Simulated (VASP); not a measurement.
Set up this calculation in VASP 6.6.1, as the native input.

- Task: single point
- Functional: PBEsol
- Potentials or basis: VASP PAW PBE potentials, release 64 (Ni)
- Cutoff: 520 eV
- k mesh: 13 × 13 × 13
- Occupations: fermi-dirac, width 0.05 eV
- Spin: collinear spin, ferromagnetic start
- Starting moments: [1.0] μB
- Dipole correction: no
- Further INCAR settings: ALGO = Normal; EDIFF = 1e-06; NBANDS = 15

The structure of Ni lies in POSCAR:

```
Ni
1.0
    0.0000000000      1.7140893390      1.7140893390
    1.7140893390      0.0000000000      1.7140893390
    1.7140893390      1.7140893390      0.0000000000
Ni
1
Direct
    0.0000000000      0.0000000000      0.0000000000
```

This cell differs from its parent crystal: volume scaled by 0.96.

These files were run (other wordings do the same):

INCAR

```
SYSTEM = Ni
ALGO     = Normal         ! electronic algorithm
EDIFF    = 1E-6           ! SCF threshold, eV
ENCUT    = 520            ! plane-wave cutoff, eV
GGA      = PS             ! functional
ISIF     = 2              ! what is computed and relaxed
ISMEAR   = -1             ! smearing method
ISPIN    = 2              ! spin polarisation
LASPH    = .TRUE.         ! aspherical terms in the spheres
LCHARG   = .TRUE.         ! write CHGCAR
LELF     = .TRUE.         ! ELF
LMAXMIX  = 4              ! l up to which the mixer works
LORBIT   = 11             ! projections on sites
LREAL    = .FALSE.        ! projectors in reciprocal space
LVHAR    = .TRUE.       
LWAVE    = .FALSE.        ! write WAVECAR
MAGMOM   = 1              ! initial moments
NBANDS   = 15             ! bands
NELM     = 150            ! most SCF steps
PREC     = Accurate       ! precision mode
SIGMA    = 0.05           ! smearing width, eV
```

KPOINTS

```
k-points
0
G
  13 13 13
  0 0 0
```

Potentials or basis: VASP PAW PBE potentials, release 64 (Ni).

The run is started by

```sh
$ cat potpaw_PBE.64/Ni/POTCAR > POTCAR
$ mpirun -np 1 vasp_std > vasp.out
```

Results of the run:

* Pressure: 7.4 GPa
* Net moment: 0.62 μB per cell
* Site moments: Ni +0.62 μB
* Valence electrons inside the program's atomic spheres: Ni 9.46

Caveat: the PAW data sets were made with another functional, which shifts forces and pressure a little.

Run time: 22 s on 1 thread of AMD EPYC 7R13 Processor (Zen 3), on a shared host, peak memory 0.1 GiB.
